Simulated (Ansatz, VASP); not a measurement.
# SiBr5: VASP beside Ansatz

```
CELL_PARAMETERS angstrom
0.00000 4.54156 4.54156
4.54156 0.00000 4.54156
4.54156 4.54156 0.00000
ATOMIC_POSITIONS crystal
Si 0.00000 0.00000 0.00000
Br 0.75000 0.75000 0.75000
Br 0.37500 0.37500 0.87500
Br 0.37500 0.87500 0.37500
Br 0.87500 0.37500 0.37500
Br 0.37500 0.37500 0.37500
```

Change from the starting cell: species swapped into the ZrCu5 type (F-43m, No. 216).

Alike in both runs: task single point; functional PBE; k mesh 4 × 4 × 4; occupations gaussian, width 0.1 eV; no spin polarisation.

```csv
,VASP,Ansatz
version,VASP 6.6.1,Ansatz 0.2.0
potentials or method,"VASP PAW PBE potentials, release 64 (Si, Br), cutoff 520 eV","scalar-relativistic, plane waves, PAW"
valence electrons in the cell,39,39
```

|  | VASP | Ansatz | Ansatz less VASP |
| --- | --- | --- | --- |
| gap on the k mesh at the Fermi level (eV) | none | none | - |
| pressure (GPa) | -2.9 | -2.9 | 0.00 |

A gap of «none» marks a metal or a gap that the smearing closes.
